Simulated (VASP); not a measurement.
The system is BaLi2S2.

```
Ba Li S
1.0
     4.13722    0.00000    0.00000
    -2.06861    3.58294    0.00000
     0.00000    0.00000    6.70361
Ba Li S
1 2 2
Cartesian
  0.0000 0.0000 0.0000
  2.0686 1.1943 5.0131
  0.0000 2.3886 1.6905
  2.0686 1.1943 2.4208
  0.0000 2.3886 4.2829
```

The cell was generated, and may not be a known phase.

```yaml
Program: VASP 6.6.1
Task: relaxation of cell and atoms
Functional: PBE
Potentials_or_basis: VASP PAW PBE potentials, release 64 (Ba_sv, Li_sv, S)
Cutoff: 600 eV
k_mesh: 6 × 6 × 4
Occupations: gaussian, width 0.1 eV
Spin: no spin polarisation
```

At the start: pressure 4.8 GPa; volume 19.87 Å³/atom.

Task: Where does the relaxation end?

Result: Over 15 steps the energy falls by 980.0 meV/atom and the volume is 23.07 Å³/atom (+16.1 %); space group P-3m1 (No. 164, to 0.1 Å) before and after.

Step by step:
| step | energy change (eV) | largest force (eV/Å) | pressure (GPa) | volume (Å³) |
| --- | --- | --- | --- | --- |
| 1 | 0.0000 | 3.8859 | 4.80 | 99.37 |
| 2 | -2.0527 | 2.6528 | 1.09 | 108.06 |
| 3 | -3.7428 | 1.1224 | -2.99 | 124.54 |
| 4 | -3.8298 | 0.9649 | -3.57 | 128.24 |
| 5 | -4.1908 | 0.8844 | 0.30 | 115.35 |
| 6 | -4.2085 | 0.8581 | 1.70 | 112.11 |
| 7 | -4.4173 | 0.7176 | 1.52 | 112.96 |
| 8 | -4.7757 | 0.7864 | 1.08 | 115.07 |
| 9 | -4.8547 | 0.0644 | -1.66 | 121.65 |
| 10 | -4.8593 | 0.1931 | -1.21 | 120.38 |
| 11 | -4.8958 | 0.1007 | -0.05 | 115.53 |
| 12 | -4.8959 | 0.0993 | -0.08 | 115.63 |
| 13 | -4.8993 | 0.0475 | 0.05 | 115.10 |
| 14 | -4.8993 | 0.0454 | 0.06 | 115.08 |
| 15 | -4.8998 | 0.0226 | -0.05 | 115.35 |

Final structure:
```
Ba Li S
1.0
     4.31148    0.00000    0.00000
    -2.15574    3.73385    0.00000
     0.00000    0.00000    7.16528
Ba Li S
1 2 2
Direct
  0.00000 0.00000 0.00000
  0.66667 0.33333 0.61099
  0.33333 0.66667 0.38901
  0.66667 0.33333 0.27244
  0.33333 0.66667 0.72756
```

Caveat: the cutoff is under 1.25 times the usual one of these potentials, so pressure, stress and relaxed cells hold a basis-set (Pulay) error; the volume moved by over 15 % at a fixed basis, so the end points are rough.
